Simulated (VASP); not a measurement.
**V: relaxation of cell and atoms with PBEsol**

V:

```xyz
2
Lattice="-2.1041 2.1041 1.1573 2.1041 -2.1041 1.1573 2.1041 2.1041 -1.1573" Properties=species:S:1:pos:R:3 pbc="T T T"
V     0.0000   -1.0521   -0.2893
V     0.0000    1.0521    0.2893
```

```json
{"Program": "VASP 6.6.1", "Task": "relaxation of cell and atoms", "Functional": "PBEsol", "Potentials or basis": "VASP PAW PBE potentials, release 64 (V_sv)", "Cutoff": "600 eV", "k mesh": "19 × 19 × 19", "Occupations": "fermi-dirac, width 0.05 eV", "Spin": "no spin polarisation", "Target pressure": "78 GPa", "Dipole correction": "no", "Further INCAR settings": "ALGO = Normal; EDIFF = 1e-06; IBRION = 2; EDIFFG = -0.005; NSW = 60; ISIF = 3"}
```

The relaxed volume is 10.23 Å³/atom, the relaxed cell is a = 3.167 Å, b = 3.167 Å, c = 3.167 Å, α = 98.05°, β = 98.05°, γ = 136.04° and the space group after relaxing (to 0.05 Å) is I4_1/amd (No. 141). The energy change on relaxing (the enthalpy is what falls) is +0.5 meV/atom. The ionic steps are 14 and the pressure after relaxing is 78.1 GPa. The band gap on the k mesh is zero (band 13 reaches 14.57 eV, above the bottom of band 14 at 13.43 eV).

The path:
| step | energy change (eV) | largest force (eV/Å) | pressure (GPa) | volume (Å³) |
| --- | --- | --- | --- | --- |
| 1 | 0.0000 | 0.0000 | 78.00 | 20.49 |
| 2 | -0.0142 | 0.0000 | 77.42 | 20.49 |
| 3 | -0.0135 | 0.0000 | 77.41 | 20.49 |
| 4 | -0.0137 | 0.0000 | 77.40 | 20.49 |
| 5 | 0.0425 | 0.0000 | 79.82 | 20.37 |
| 6 | -0.0004 | 0.0000 | 78.01 | 20.46 |
| 7 | -0.0001 | 0.0000 | 77.99 | 20.46 |
| 8 | 0.0211 | 0.0000 | 79.04 | 20.41 |
| 9 | 0.0004 | 0.0000 | 77.92 | 20.46 |
| 10 | 0.0107 | 0.0000 | 78.53 | 20.44 |
| 11 | 0.0019 | 0.0000 | 78.05 | 20.45 |
| 12 | 0.0015 | 0.0000 | 78.11 | 20.45 |
| 13 | 0.0009 | 0.0000 | 78.04 | 20.46 |
| 14 | 0.0010 | 0.0000 | 78.05 | 20.46 |

Final structure:
```xyz
2
Lattice="-2.0769 2.0769 1.1856 2.0769 -2.0769 1.1856 2.0769 2.0769 -1.1856" Properties=species:S:1:pos:R:3 pbc="T T T"
V     2.0769    1.0384    0.8892
V     0.0000    1.0384    0.2964
```

Levels at points of the mesh, in eV from the Fermi level:
```tsv
k point	band 11	band 12	band 13	band 14	band 15	band 16
(0.00, 0.00, 0.00)	-2.96	-2.12	-1.21	2.05	2.05	2.15
```

Run time: 16 min on 1 thread of Intel(R) Xeon(R) Platinum 8488C (Sapphire Rapids) (shared host), peak memory 0.34 GiB.

Caveat: the cell is relaxed towards a set pressure, so the enthalpy falls and the energy may rise; the PAW data sets were made with another functional, which shifts forces and pressure a little.
